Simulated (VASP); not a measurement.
Ti3W:

```
CELL_PARAMETERS angstrom
3.91758 0.00000 0.00000
0.00000 3.91758 0.00000
0.00000 0.00000 3.91758
ATOMIC_POSITIONS crystal
Ti 0.50000 0.00000 0.50000
Ti 0.00000 0.50000 0.50000
Ti 0.50000 0.50000 0.00000
W 0.00000 0.00000 0.00000
```

| Item | Value |
| --- | --- |
| Program | VASP 6.6.1 |
| Task | relaxation of cell and atoms |
| Functional | PBE |
| Potentials or basis | VASP PAW PBE potentials, release 64 (Ti_sv, W_sv) |
| Cutoff | 600 eV |
| k mesh | 4 × 4 × 4 |
| Occupations | gaussian, width 0.1 eV |
| Spin | no spin polarisation |

At the start: pressure 19.6 GPa; volume 15.03 Å³/atom.

Question: Where does the relaxation end?

Answer: Over 4 steps the energy falls by 101.2 meV/atom and the volume is 16.82 Å³/atom (+11.9 %); space group Pm-3m (No. 221, to 0.1 Å) before and after.

The path:
| step | energy change (eV) | largest force (eV/Å) | pressure (GPa) | volume (Å³) |
| --- | --- | --- | --- | --- |
| 1 | 0.0000 | 0.0000 | 19.63 | 60.12 |
| 2 | 0.1721 | 0.0000 | -15.99 | 77.61 |
| 3 | -0.4046 | 0.0000 | -0.48 | 67.50 |
| 4 | -0.4050 | 0.0000 | -0.04 | 67.30 |

Final structure:
```
CELL_PARAMETERS angstrom
4.06755 0.00000 0.00000
0.00000 4.06755 0.00000
0.00000 0.00000 4.06755
ATOMIC_POSITIONS crystal
Ti 0.50000 0.00000 0.50000
Ti 0.00000 0.50000 0.50000
Ti 0.50000 0.50000 0.00000
W 0.00000 0.00000 0.00000
```

Caveat: the k points lie up to 0.39 Å⁻¹ apart in the final cell, too coarse for converged energies and pressures of a metal.
